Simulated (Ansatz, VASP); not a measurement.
# One calculation of Si, two programs

```
Si
1.0
    -1.26189    1.26189    2.25522
     1.26189   -1.26189    2.25522
     1.26189    1.26189   -2.25522
Si
1
Direct
  0.00000 0.00000 0.00000
```

Alike in both runs: functional r2SCAN; k mesh 30 × 30 × 30; occupations gaussian, width 0.1 eV; no spin polarisation.

Ansatz relaxed the structure, and its values are those at the end. VASP's run is a single point on that final structure, the one shown.

|  | VASP | Ansatz |
| --- | --- | --- |
| version | VASP 6.6.1 | Ansatz 0.2.0 |
| potentials or method | VASP PAW PBE potentials, release 64 (Si), cutoff 520 eV | scalar-relativistic, plane waves, PAW |
| valence electrons in the cell | 4 | 4 |

|  | VASP | Ansatz | Ansatz less VASP |
| --- | --- | --- | --- |
| gap on the k mesh at the Fermi level (eV) | none | none | - |
| pressure (GPa) | 0.0 | 0.0 | -0.05 |

VASP's potentials were made for PBE, not for r2SCAN. A gap of «none» marks a metal or a gap that the smearing closes.
